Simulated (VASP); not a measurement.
# Lu (Fm-3m) in VASP: further runs

The runs below take Lu through single point, with PBE.

All numbers are computed with VASP 6.6.1; they aren't measurements. Logs are shortened: lines on timing, memory, paths and dates and some standing lists are left out, and cuts for length are marked.

**1. The cell of the first run**

The structure is cubic, space group Fm-3m (No. 225). The conventional cell has a = 3.870 Å, b = 3.870 Å, c = 3.870 Å, α = 90.00°, β = 90.00°, γ = 90.00°. Lu (site symmetry m-3m) has 12 Lu at 2.74 Å within 3.6 Å.

This isn't the form of Lu at room conditions, which is hcp.

**2. Single point, PBE**

File INCAR:

```
SYSTEM = Lu
PREC = Accurate ; ENCUT = 520
EDIFF = 1E-6 ; ISMEAR = -1
SIGMA = 0.05 ; LREAL = .FALSE.
LASPH = .TRUE. ; NELM = 80
ALGO = Normal ; ISIF = 2
LWAVE = .FALSE. ; LCHARG = .FALSE.
GGA = PE ; NBANDS = 18
```

File KPOINTS:

```
Automatic mesh
0
G
  17 17 17
  0 0 0
```

File POSCAR:

```
Lu
1.0
    0.0000000000      1.9349379062      1.9349379062
    1.9349379062      0.0000000000      1.9349379062
    1.9349379062      1.9349379062      0.0000000000
Lu
1
Direct
    0.0000000000      0.0000000000      0.0000000000
```

Potentials or basis: VASP PAW PBE potentials, release 64 (Lu).

Started as:

```bash
cat potpaw_PBE.64/Lu/POTCAR > POTCAR
mpirun -np 1 vasp_std > vasp.out
```

OUTCAR:

```text
SYSTEM = Lu
   PREC = Accurate
   ENCUT = 520
   EDIFF = 1E-6
   ISMEAR = -1
   LREAL = .FALSE.
   LASPH = .TRUE.
   NELM = 80
   ISIF = 2
   GGA = PE

 ion  position               nearest neighbor table
   1  0.000  0.000  0.000-

  LATTYP: Found a face centered cubic cell.
 ALAT       =     3.8698758124

  Lattice vectors:

 A1 = (   0.0000000000,   1.9349379062,   1.9349379062)
 A2 = (   1.9349379062,   0.0000000000,   1.9349379062)
 A3 = (   1.9349379062,   1.9349379062,   0.0000000000)

Analysis of symmetry for initial positions (statically):
=====================================================================
 Subroutine PRICEL returns:
 Original cell was already a primitive cell.

 Routine SETGRP: Setting up the symmetry group for a
 face centered cubic supercell.

 Subroutine GETGRP returns: Found 48 space group operations
 (whereof 48 operations were pure point group operations)
 out of a pool of 48 trial point group operations.

The static configuration has the point symmetry O_h .

Analysis of symmetry for dynamics (positions and initial velocities):
=====================================================================
 Subroutine PRICEL returns:
 Original cell was already a primitive cell.

 Routine SETGRP: Setting up the symmetry group for a
 face centered cubic supercell.

 Subroutine GETGRP returns: Found 48 space group operations
 (whereof 48 operations were pure point group operations)
 out of a pool of 48 trial point group operations.

The dynamic configuration has the point symmetry O_h .

 Subroutine INISYM returns: Found 48 space group operations
 (whereof 48 operations are pure point group operations),
 and found     1 'primitive' translations

----------------------------------------------------------------------------------------

                                     Primitive cell

  volume of cell :      14.4888

  direct lattice vectors                    reciprocal lattice vectors
     0.000000000  1.934937906  1.934937906    -0.258406225  0.258406225  0.258406225
     1.934937906  0.000000000  1.934937906     0.258406225 -0.258406225  0.258406225
     1.934937906  1.934937906  0.000000000     0.258406225  0.258406225 -0.258406225

  length of vectors
     2.736415429  2.736415429  2.736415429     0.447572711  0.447572711  0.447572711

  position of ions in fractional coordinates (direct lattice)
     0.000000000  0.000000000  0.000000000

  ion indices of the primitive-cell ions
   primitive index   ion index
                 1           1

----------------------------------------------------------------------------------------

 KPOINTS: Automatic mesh

Automatic generation of k-mesh.
 Grid dimensions read from file:
 generate k-points for:   17   17   17

 Generating k-lattice:

  Cartesian coordinates                     Fractional coordinates (reciprocal lattice)
    -0.015200366  0.015200366  0.015200366     0.058823529  0.000000000  0.000000000
     0.015200366 -0.015200366  0.015200366     0.000000000  0.058823529  0.000000000
     0.015200366  0.015200366 -0.015200366     0.000000000  0.000000000  0.058823529

  Length of vectors
     0.026327807  0.026327807  0.026327807

  Shift w.r.t. Gamma in fractional coordinates (k-lattice)
     0.000000000  0.000000000  0.000000000

 Subroutine IBZKPT returns following result:
 ===========================================

 Found    165 irreducible k-points:

 Following reciprocal coordinates:
            Coordinates               Weight
  0.000000  0.000000  0.000000      1.000000
  0.058824  0.000000  0.000000      8.000000
  0.117647  0.000000  0.000000      8.000000
  0.176471  0.000000  0.000000      8.000000
  0.235294  0.000000  0.000000      8.000000
  0.294118  0.000000  0.000000      8.000000
[... 16 lines left out ...]
 -0.176471  0.058824  0.000000     24.000000
 -0.117647  0.058824  0.000000     24.000000
 [... further k-points ...]
   k-points           NKPTS =    165   k-points in BZ     NKDIM =    165   number of bands    NBANDS=     18
   number of dos      NEDOS =    301   number of ions     NIONS =      1
   total plane-waves  NPLWV =   8000
   dimension x,y,z NGX =    20 NGY =   20 NGZ =   20
   dimension x,y,z NGXF=    40 NGYF=   40 NGZF=   40
   ions per type =               1
   NGX,Y,Z   is equivalent  to a cutoff of  12.15, 12.15, 12.15 a.u.
   NGXF,Y,Z  is equivalent  to a cutoff of  24.30, 24.30, 24.30 a.u.
 SYSTEM =  Lu
   PREC   = accura    normal or accurate (medium, high low for compatibility)
   ISTART =      0    job   : 0-new  1-cont  2-samecut
   ICHARG =      2    charge: 1-file 2-atom 10-const
   ISPIN  =      1    spin polarized calculation?
   LNONCOLLINEAR =      F non collinear calculations
   LSORBIT =      F    spin-orbit coupling
   LASPH  =      T    aspherical Exc in radial PAW
   ENCUT  =  520.0 eV  38.22 Ry    6.18 a.u.   5.09  5.09  5.09*2*pi/ulx,y,z
   NELM   =     80;   NELMIN=  2; NELMDL= -5     # of ELM steps
   EDIFF  = 0.1E-05   stopping-criterion for ELM
   LREAL  =      F    real-space projection
   EDIFFG = 0.1E-04   stopping-criterion for IOM
   NSW    =      0    number of steps for IOM
   IBRION =     -1    ionic relax: 0-MD 1-quasi-New 2-CG
   NFREE  =      0    steps in history (QN), initial steepest desc. (CG)
   ISIF   =      2    stress and relaxation
   ISYM   =      2    0-nonsym 1-usesym 2-fastsym
   POTIM  = 0.5000    time-step for ionic-motion
   TEBEG  =    0.0;   TEEND  =   0.0 temperature during run
   PSTRESS=    0.0 pullay stress
   NELECT =      25.0000    total number of electrons
   NUPDOWN=      -1.0000    fix difference up-down
   EMIN   =  10.00;   EMAX   =-10.00  energy-range for DOS
   EFERMI =   0.00;   METHOD = LEGACY
   ISMEAR =    -1;   SIGMA  =   0.05  broadening in eV -4-tet -1-fermi 0-gaus
   EFERMI_NEDOS =   21; number of points for ismear=-14 and -15
   IALGO  =     38    algorithm
   IMIX   =      4    mixing-type and parameters
     AMIX     =   0.40;   BMIX     =  1.00
     AMIX_MAG =   1.60;   BMIX_MAG =  1.00
  volume/ion in A,a.u.               =      14.49        97.77
  Fermi-wavevector in a.u.,A,eV,Ry     =   1.963561  3.710593 52.458256  3.855573
  Thomas-Fermi vector in A             =   2.987969
   LORBIT       =      0    0 simple, 1 ext, 2 COOP (PROOUT), +10 PAW based schemes
   GGA     = PE    functional components
   LHFCALC =     F    Hartree Fock is set to
   AEXX    =    0.0000 exact exchange contribution
   IVDW    =     0    specifies the selected vdW correction
   LEPSILON=     F    determine dielectric tensor
   LRPA    =     F    only Hartree local field effects (RPA)
 non-spin polarized calculation
  energy-cutoff  :      520.00
  volume of cell :       14.49
 maximum number of plane-waves:       398
   NGX = 11   NGY = 11   NGZ = 11

 number of electron      24.9999989 magnetization

 Free energy of the ion-electron system (eV)
  ---------------------------------------------------
  ext. energy  EPLUGINS =         0.00000000
  ---------------------------------------------------
  free energy    TOTEN  =        -1.76717467 eV

  energy without entropy =       -1.75815482  energy(sigma->0) =       -1.76266475

 E-fermi :   5.5092     XC(G=0): -14.6551

 val. band max:        5.5069395298   @ k =  -0.2941   0.4118   0.1176
 cond. band min:       5.5283303219   @ k =  -0.4706   0.2353   0.1176
 fundamental gap:      0.0213907921
 Fermi energy:         5.5091895158

 k-point     1 :       0.0000    0.0000    0.0000
  band No.  band energies     occupation
      1     -50.3615      2.00000
      2     -19.1743      2.00000
      3     -19.1743      2.00000
      4     -19.1743      2.00000
      5      -1.4734      2.00000
      6       0.4637      2.00000
[... 10 lines left out ...]
     17      13.2741      0.00000
     18      19.4967      0.00000

 k-point     2 :       0.0588    0.0000    0.0000
  band No.  band energies     occupation
      1     -50.3441      2.00000
      2     -19.3344      2.00000
      3     -19.1907      2.00000
      4     -19.1907      2.00000
      5      -1.2320      2.00000
      6       0.4683      2.00000
[... 10 lines left out ...]
     17      13.1171      0.00000
     18      19.9502      0.00000

 k-point     3 :       0.1176    0.0000    0.0000
  band No.  band energies     occupation
      1     -50.2938      2.00000
      2     -19.7747      2.00000
      3     -19.2375      2.00000
      4     -19.2375      2.00000
      5      -0.5737      2.00000
      6       0.4854      2.00000
[... 10 lines left out ...]
     17      12.7769      0.00000
     18      21.0417      0.00000

 k-point     4 :       0.1765    0.0000    0.0000
  band No.  band energies     occupation
      1     -50.2169      2.00000
      2     -20.3979      2.00000
      3     -19.3076      2.00000
      4     -19.3076      2.00000
      5       0.2607      2.00000
      6       0.5727      2.00000
[... 10 lines left out ...]
     17      12.5894      0.00000
     18      21.0959      0.00000

 k-point     5 :       0.2353    0.0000    0.0000
  band No.  band energies     occupation
      1     -50.1228      2.00000
      2     -21.0924      2.00000
      3     -19.3907      2.00000
      4     -19.3907      2.00000
      5       0.4802      2.00000
      6       0.7090      2.00000
[... 10 lines left out ...]
     17      12.9253      0.00000
     18      20.1362      0.00000

 k-point     6 :       0.2941    0.0000    0.0000
  band No.  band energies     occupation
      1     -50.0238      2.00000
      2     -21.7597      2.00000
      3     -19.4753      2.00000
      4     -19.4753      2.00000
      5       0.5170      2.00000
      6       0.7172      2.00000
[... 307 lines left out ...]
 k-point    21 :      -0.2941    0.0588    0.0000
  band No.  band energies     occupation
      1     -49.9817      2.00000
      2     -21.9486      2.00000
      3     -19.6606      2.00000
      4     -19.4610      2.00000
      5       0.5407      2.00000
      6       0.7340      2.00000
[... 10 lines left out ...]
     17      15.3420      0.00000
     18      19.6513      0.00000

 k-point    22 :      -0.2353    0.0588    0.0000
  band No.  band energies     occupation
      1     -50.0780      2.00000
      2     -21.3279      2.00000
      3     -19.5760      2.00000
      4     -19.3718      2.00000
      5       0.5211      2.00000
      6       0.7096      2.00000
[... 10 lines left out ...]
     17      14.2060      0.00000
     18      20.3344      0.00000

 k-point    23 :      -0.1765    0.0588    0.0000
  band No.  band energies     occupation
      1     -50.1738      2.00000
      2     -20.6577      2.00000
      3     -19.4772      2.00000
      4     -19.2898      2.00000
      5       0.4742      2.00000
      6       0.7138      2.00000
[... 10 lines left out ...]
     17      13.4457      0.00000
     18      21.2649      0.00000

 k-point    24 :      -0.1176    0.0588    0.0000
  band No.  band energies     occupation
      1     -50.2565      2.00000
      2     -20.0296      2.00000
      3     -19.3747      2.00000
      4     -19.2267      2.00000
      5      -0.1053      2.00000
      6       0.5001      2.00000
[... 10 lines left out ...]
     17      13.1850      0.00000
     18      21.7505      0.00000

 [... further k-points ...]

------------------------ aborting loop because EDIFF is reached ----------------------------------------

  FORCE on cell =-STRESS in cart. coord.  units (eV):
  Direction    XX          YY          ZZ          XY          YZ          ZX
  --------------------------------------------------------------------------------------
  -------------------------------------------------------------------------------------
  Total        9.1795689      9.1795689      9.1795689     -0.0000000      0.0000000     -0.0000000
  in kB     1015.0835193   1015.0835193   1015.0835193     -0.0000000      0.0000000     -0.0000000
  external PRESSURE =    1015.0835193 kB  Pullay stress =       0.0000000 kB

 VOLUME and BASIS-vectors are now :
 -----------------------------------------------------------------------------
  energy-cutoff  :      520.00
  volume of cell :       14.49
      direct lattice vectors                 reciprocal lattice vectors
     0.000000000  1.934937906  1.934937906    -0.258406225  0.258406225  0.258406225
     1.934937906  0.000000000  1.934937906     0.258406225 -0.258406225  0.258406225
     1.934937906  1.934937906  0.000000000     0.258406225  0.258406225 -0.258406225

 POSITION                                       TOTAL-FORCE (eV/Angst)
 -----------------------------------------------------------------------------------
      0.00000      0.00000      0.00000        -0.000000     -0.000000     -0.000000
 -----------------------------------------------------------------------------------
    total drift:                               -0.000000     -0.000000     -0.000000

  FREE ENERGIE OF THE ION-ELECTRON SYSTEM (eV)
  ---------------------------------------------------
  free  energy   TOTEN  =        -1.7671746747 eV

  energy  without entropy=       -1.7581548212  energy(sigma->0) =       -1.76266475
```

It took 28 s on 1 thread of AMD EPYC 9R45 (Zen 5), shared host; peak memory 0.14 GiB.

What came out:

- Free energy: -1.7672 eV
- Pressure: 101.5 GPa
- Band gap on the k mesh: zero (an odd number of electrons rules out a gap without spin polarisation)

Levels at points of the mesh, in eV from the Fermi level:
| k point | band 9 | band 10 | band 11 | band 12 | band 13 | band 14 | band 15 | band 16 |
| --- | --- | --- | --- | --- | --- | --- | --- | --- |
| (0.00, 0.00, 0.00) | -4.74 | -4.34 | -4.34 | -4.34 | 2.66 | 2.66 | 2.66 | 7.76 |

Caveat: the cell stands under pressure; spin-orbit coupling is left out, which moves the levels of the heavy elements.

**3. Single point, PBE**

File INCAR:

```
ALGO = Normal
EDIFF = 1E-6
ENCUT = 520
GGA = PE
ISIF = 2
ISMEAR = -1
LASPH = T
LCHARG = F
LREAL = F
LWAVE = F
NBANDS = 18
NELM = 80
PREC = Accurate
SIGMA = 0.05
```

File KPOINTS:

```
k-points
0
Gamma
  17 17 17
```

POSCAR is that of step 2.

Potentials or basis: VASP PAW PBE potentials, release 64 (Lu).

Started as:

```bash
cat potpaw_PBE.64/Lu/POTCAR > POTCAR
mpirun -np 1 vasp_std > vasp.out
```

OUTCAR:

```text
EDIFF = 1E-6
   ENCUT = 520
   GGA = PE
   ISIF = 2
   ISMEAR = -1
   LASPH = T
   LREAL = F
   NELM = 80
   PREC = Accurate

 ion  position               nearest neighbor table
   1  0.000  0.000  0.000-

  LATTYP: Found a face centered cubic cell.
 ALAT       =     3.8698758124

  Lattice vectors:

 A1 = (   0.0000000000,   1.9349379062,   1.9349379062)
 A2 = (   1.9349379062,   0.0000000000,   1.9349379062)
 A3 = (   1.9349379062,   1.9349379062,   0.0000000000)

[... 680 lines left out ...]
     18      21.7505      0.00000

 [... further k-points ...]

------------------------ aborting loop because EDIFF is reached ----------------------------------------

  FORCE on cell =-STRESS in cart. coord.  units (eV):
  Direction    XX          YY          ZZ          XY          YZ          ZX
  --------------------------------------------------------------------------------------
  -------------------------------------------------------------------------------------
  Total        9.1795689      9.1795689      9.1795689     -0.0000000      0.0000000     -0.0000000
  in kB     1015.0835193   1015.0835193   1015.0835193     -0.0000000      0.0000000     -0.0000000
  external PRESSURE =    1015.0835193 kB  Pullay stress =       0.0000000 kB

 VOLUME and BASIS-vectors are now :
 -----------------------------------------------------------------------------
  energy-cutoff  :      520.00
  volume of cell :       14.49
      direct lattice vectors                 reciprocal lattice vectors
     0.000000000  1.934937906  1.934937906    -0.258406225  0.258406225  0.258406225
     1.934937906  0.000000000  1.934937906     0.258406225 -0.258406225  0.258406225
     1.934937906  1.934937906  0.000000000     0.258406225  0.258406225 -0.258406225

 POSITION                                       TOTAL-FORCE (eV/Angst)
 -----------------------------------------------------------------------------------
      0.00000      0.00000      0.00000        -0.000000     -0.000000     -0.000000
 -----------------------------------------------------------------------------------
    total drift:                               -0.000000     -0.000000     -0.000000

  FREE ENERGIE OF THE ION-ELECTRON SYSTEM (eV)
  ---------------------------------------------------
  free  energy   TOTEN  =        -1.7671746747 eV

  energy  without entropy=       -1.7581548212  energy(sigma->0) =       -1.76266475
```

OSZICAR:

```text
N       E                     dE             d eps       ncg     rms          rms(c)
DAV:   1     0.707444814515E+02    0.70744E+02   -0.97559E+03  7342   0.463E+03
DAV:   2     0.278404319226E+01   -0.67960E+02   -0.65893E+02  6006   0.353E+02
DAV:   3    -0.192195916079E+01   -0.47060E+01   -0.46608E+01  6350   0.723E+01
DAV:   4    -0.205724773858E+01   -0.13529E+00   -0.13479E+00  7304   0.107E+01
DAV:   5    -0.206131602085E+01   -0.40683E-02   -0.40663E-02  6818   0.174E+00    0.536E+00
DAV:   6    -0.173825944356E+01    0.32306E+00   -0.21883E+00  9216   0.560E+01    0.286E+00
DAV:   7    -0.173963039735E+01   -0.13710E-02   -0.10969E-01  8794   0.760E+00    0.148E+00
DAV:   8    -0.176079950212E+01   -0.21169E-01   -0.36852E-02  9932   0.173E+00    0.635E-01
DAV:   9    -0.176770677728E+01   -0.69073E-02   -0.16247E-02  8798   0.171E+00    0.169E-01
DAV:  10    -0.176718678617E+01    0.51999E-03   -0.34255E-03  9562   0.153E+00    0.261E-02
DAV:  11    -0.176717448915E+01    0.12297E-04   -0.10604E-04  8682   0.193E-01    0.288E-03
DAV:  12    -0.176717508535E+01   -0.59620E-06   -0.10142E-05  7622   0.274E-02    0.247E-03
DAV:  13    -0.176717467468E+01    0.41068E-06   -0.38632E-07  3926   0.149E-02
   1 F= -.17671747E+01 E0= -.17626647E+01  d E =-.901985E-02
```

stdout:

```text
POSCAR found type information on POSCAR Lu
 POSCAR found :  1 types and       1 ions
 scaLAPACK will be used
 LDA part: xc-table for (Slater+PW92), standard interpolation
 POSCAR, INCAR and KPOINTS ok, starting setup
 FFT: planning ... GRIDC
 FFT: planning ... GRID_SOFT
 FFT: planning ... GRID
 WAVECAR not read
 entering main loop
```

Wall time 28 s (1 thread of AMD EPYC 9R45 (Zen 5), shared host); peak memory 0.14 GiB.

What came out:

- Free energy: -1.7672 eV
- Pressure: 101.5 GPa
- Band gap on the k mesh: zero (an odd number of electrons rules out a gap without spin polarisation)

Caveat: the cell stands under pressure; spin-orbit coupling is left out, which moves the levels of the heavy elements.
